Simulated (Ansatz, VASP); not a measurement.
This is a calculation of Ge for Ansatz 0.2.0.

Contents of input.yaml:

```yaml
crystal:
  lattice:
    - [0.0, 2.8476450493, 2.8476450493]
    - [2.8476450493, 0.0, 2.8476450493]
    - [2.8476450493, 2.8476450493, 0.0]
  atoms:
    - { symbol: Ge, position: [0.75, 0.75, 0.75] }
    - { symbol: Ge, position: [0.5, 0.5, 0.5] }
hamiltonian:
  xc: { exchange: pbe, correlation: none }
  pseudopotentials: { kind: paw }
kpoints:
  mp_grid: { grid: [8, 8, 8] }
scf:
  occupations: { method: fermi_dirac, width: 0.05 }
output:
  forces: true
  stress: true
  eigenvalues: true
```

Potentials or basis: Ansatz PAW.

Run with:

```sh
$ ansatz run input.yaml --threads 2 --pin off --max-ram 5120MiB --backend cpu --events-out ev --progress --plain --runs-dir out
```

Translate it to VASP 6.6.1. Potentials there: VASP PAW PBE potentials, release 64 (Ge_d).

As run (the cutoff follows the program's own potentials):

File INCAR:

```
SYSTEM = Ge
PREC = Accurate
ENCUT = 520
EDIFF = 1E-6
ISMEAR = -1
SIGMA = 0.05
LREAL = .False.
LASPH = .True.
NELM = 60
ALGO = Normal
ISIF = 2
LWAVE = .False.
LCHARG = .False.
GGA = PE
ALDAC = 0.0
AGGAC = 0.0
NBANDS = 21
```

File KPOINTS:

```
regular mesh
0
Gamma
  8 8 8
  0 0 0
```

Contents of POSCAR:

```
Ge
1.0
    0.0000000000      2.8476450493      2.8476450493
    2.8476450493      0.0000000000      2.8476450493
    2.8476450493      2.8476450493      0.0000000000
Ge
2
Direct
    0.7500000000      0.7500000000      0.7500000000
    0.5000000000      0.5000000000      0.5000000000
```

Potentials or basis: VASP PAW PBE potentials, release 64 (Ge_d).

The run is started by

```bash
$ cat potpaw_PBE.64/Ge_d/POTCAR > POTCAR
$ mpirun -np 1 vasp_std > vasp.out
```

Both were run:

|  | VASP | Ansatz | Ansatz less VASP |
| --- | --- | --- | --- |
| gap on the k mesh at the Fermi level (eV) | none | none | - |
| pressure (GPa) | 11.9 | 11.8 | -0.13 |

VASP's potentials were made for PBE, not for PBE exchange alone. A gap of «none» marks a metal or a gap that the smearing closes. The functional is the same, so the differences come from potentials, cutoffs and numerics.
